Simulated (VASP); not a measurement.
Wanted: the native input for a VASP 6.6.1 run.

- Task: single point
- Functional: PBE
- Dispersion: D3(BJ)
- Potentials or basis: VASP PAW PBE potentials, release 64 (N, H, O, C)
- Cutoff: 520 eV
- k mesh: 1 × 1 × 1
- Occupations: fermi-dirac, width 0.05 eV
- Spin: no spin polarisation
- Dipole correction: no
- Further INCAR settings: LREAL = Auto; ALGO = Normal; EDIFF = 1e-06; NBANDS = 54

The structure of H3CNO lies in POSCAR:

```
H3CNO
1.0
    7.9602190000      0.0000000000      0.0000000000
    0.0000000000      7.9602190000      0.0000000000
    0.0000000000      0.0000000000      7.9602190000
N H O C
4 12 4 4
Direct
    0.8590341547      0.4358045928      0.7674411973
    0.5838155960      0.6906091403      0.8600642771
    0.9494588026      0.1083136029      0.1434508272
    0.5706124417      0.8961059991      0.4658791423
    0.7327562219      0.4218351279      0.7527305467
    0.9098995894      0.3887958359      0.6572809115
    0.9001259890      0.3507818064      0.8553156641
    0.5418946388      0.7638106439      0.9671844456
    0.7089754691      0.6735869955      0.8591472169
    0.5631252105      0.7686220693      0.7623408351
    0.9037314174      0.0234792535      0.0531392415
    0.9602374005      0.0435666406      0.2526563654
    0.8553031016      0.2001452473      0.1395313370
    0.5969810630      1.0108390234      0.4242722468
    0.6534242337      0.8177161960      0.4199758826
    0.4547362328      0.8699635023      0.4157925806
    0.4033808618      0.2697161975     -0.0236425656
    0.2993008107      0.4797355450      0.6009508030
    0.1296195494      0.8877268326      0.6748055550
    0.2272801791      0.6074455992      0.1545183619
    0.3641733977      0.2082103520      0.0987033146
    0.4166593909      0.3995618714      0.6219552502
    0.1929972027      0.8188593806      0.7813227249
    0.1262025580      0.7017394873      0.2004718714
```

These files were run (other wordings do the same):

INCAR

```
SYSTEM = H3CNO
ALGO = Normal
EDIFF = 1E-6
ENCUT = 520
GGA = PE
ISIF = 2
ISMEAR = -1
IVDW = 12
LASPH = .True.
LCHARG = .True.
LELF = .True.
LREAL = Auto
LVHAR = .True.
LWAVE = .False.
NBANDS = 54
NELM = 60
PREC = Accurate
SIGMA = 0.05
```

KPOINTS

```
k-points
0
Gamma
  1 1 1
  0 0 0
```

Potentials or basis: VASP PAW PBE potentials, release 64 (N, H, O, C).

Command:

```sh
$ cat potpaw_PBE.64/N/POTCAR potpaw_PBE.64/H/POTCAR potpaw_PBE.64/O/POTCAR potpaw_PBE.64/C/POTCAR > POTCAR
$ mpirun -np 1 vasp_gam > vasp.out
```

Results of the run:

The pressure is -0.2 GPa and the largest force is 2.534 eV/Å. The dispersion energy per atom is -0.027 eV.

Caveat: the k points lie up to 0.79 Å⁻¹ apart.

Run time: 28 s on 1 thread of Intel(R) Xeon(R) 6975P-C (Granite Rapids), on a shared host, peak memory 0.47 GiB.
